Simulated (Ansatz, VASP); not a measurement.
## One calculation of K, two programs

The input POSCAR:

```
K
1.0
    2.4135827265     -4.0476104500      0.0000000000
    2.4135827265      4.0476104500      0.0000000000
    0.0000000000      0.0000000000      7.8117980100
K
2
Direct
    0.8206130200      0.1793869800      0.2500000000
    0.1793869800      0.8206130200      0.7500000000
```

Contents of INCAR.step1:

```
SYSTEM = K
PREC = Accurate
ENCUT = 520
ISMEAR = 0
SIGMA = 0.15
LREAL = .False.
LASPH = .True.
NELM = 100
NBANDS = 16
GGA = PE
ALGO = Normal
EDIFF = 1E-4
LWAVE = .True.
LCHARG = .False.
```

Contents of INCAR.step2:

```
SYSTEM = K
PREC = Accurate
ENCUT = 520
EDIFF = 1E-6
ISMEAR = 0
SIGMA = 0.15
LREAL = .False.
LASPH = .True.
NELM = 100
ALGO = Normal
ISIF = 2
LWAVE = .False.
LCHARG = .False.
METAGGA = R2SCAN
LMIXTAU = .True.
NBANDS = 16
ISTART = 1
```

Contents of KPOINTS:

```
regular mesh
0
Gamma
  12 12 6
  0 0 0
```

Input for Ansatz:

```yaml
crystal:
  lattice:
    - [2.4135827265, -4.04761045, 0.0]
    - [2.4135827265, 4.04761045, 0.0]
    - [0.0, 0.0, 7.81179801]
  atoms:
    - { symbol: K, position: [0.82061302, 0.17938698, 0.25] }
    - { symbol: K, position: [0.17938698, 0.82061302, 0.75] }
basis:
  ecutwfc: 500
kpoints:
  mp_grid: { grid: [12, 12, 6] }
hamiltonian:
  xc: r2scan
scf:
  occupations: { method: gaussian, width: 0.15 }
output:
  forces: true
  stress: true
  eigenvalues: true
```

Change from the starting cell: strain -0.0100 x Voigt [1, 0, 0, 0, 0, 0], atoms carried along.

Alike in both runs: task single point; functional r2SCAN; k mesh 12 × 12 × 6; occupations gaussian, width 0.15 eV; no spin polarisation.

```csv
,VASP,Ansatz
version,VASP 6.6.1,Ansatz 0.2.0
potentials or method,"VASP PAW PBE potentials, release 64 (K_sv), cutoff 520 eV","scalar-relativistic, plane waves, PAW"
valence electrons in the cell,18,18
```

```csv
,VASP,Ansatz,Ansatz less VASP
gap on the k mesh at the Fermi level (eV),none,none,-
pressure (GPa),0.0,0.0,+0.02
```

VASP's potentials were made for PBE, not for r2SCAN. A gap of «none» marks a metal or a gap that the smearing closes.
